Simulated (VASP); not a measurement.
A run of VASP 6.6.1 is set up as follows.

INCAR

```
PREC     = Accurate       # precision mode
ENCUT    = 520            # plane-wave cutoff, eV
EDIFF    = 1E-8           # SCF threshold, eV
ISMEAR   = -1             # smearing method
SIGMA    = 0.03           # smearing width, eV
LREAL    = F              # projectors in reciprocal space
LASPH    = T              # aspherical terms in the spheres
NELM     = 60             # most SCF steps
ALGO     = Normal         # electronic algorithm
ISIF     = 2              # what is computed and relaxed
LWAVE    = F              # write WAVECAR
LCHARG   = F              # write CHGCAR
LEFG     = T            
NBANDS   = 16             # bands
```

The input KPOINTS:

```
regular mesh
0
Gamma
  10 10 10
```

File POSCAR:

```
InSb
1.0
    0.0000000000      3.2391000000      3.2391000000
    3.2391000000      0.0000000000      3.2391000000
    3.2391000000      3.2391000000      0.0000000000
In Sb
1 1
Direct
    0.0000000000      0.0000000000      0.0000000000
    0.7500000000      0.7500000000      0.7500000000
```

Potentials or basis: VASP PAW LDA potentials, release 64 (In_d, Sb).

Run with:

```sh
$ cat potpaw_LDA.64/In_d/POTCAR potpaw_LDA.64/Sb/POTCAR > POTCAR
$ mpirun -np 1 vasp_std > vasp.out
```

Task: What does it give for the band gap on the k mesh?

Result: Zero (filled and empty bands touch).

Task: Estimate the pressure.

Result: -0.5 GPa.

Caveat: without QUAD_EFG the Cq values of the log hold for a quadrupole moment of 1 mb, not for the nuclei; spin-orbit coupling is left out, which moves the levels of the heavy elements.

**The experiment to reproduce.**

From “Electronic Structure and Epitaxy of CdTe Shells on InSb Nanowires”, 2021, arxiv:2111.05126, for a bulk crystal of InSb: band gap 0.24 eV.

Measured gap of InSb: 0.24 eV (quoted in “Electronic Structure and Epitaxy of CdTe Shells on InSb Nanowires”, 2021, arxiv:2111.05126). This calculation gives 0.00 eV (-0.24 eV). Spin-orbit coupling on In, Sb is left out. The value is that of LDA on a finite k mesh, which can miss the band edges, without temperature or zero-point motion. Semilocal functionals fall short of measured gaps as a rule.
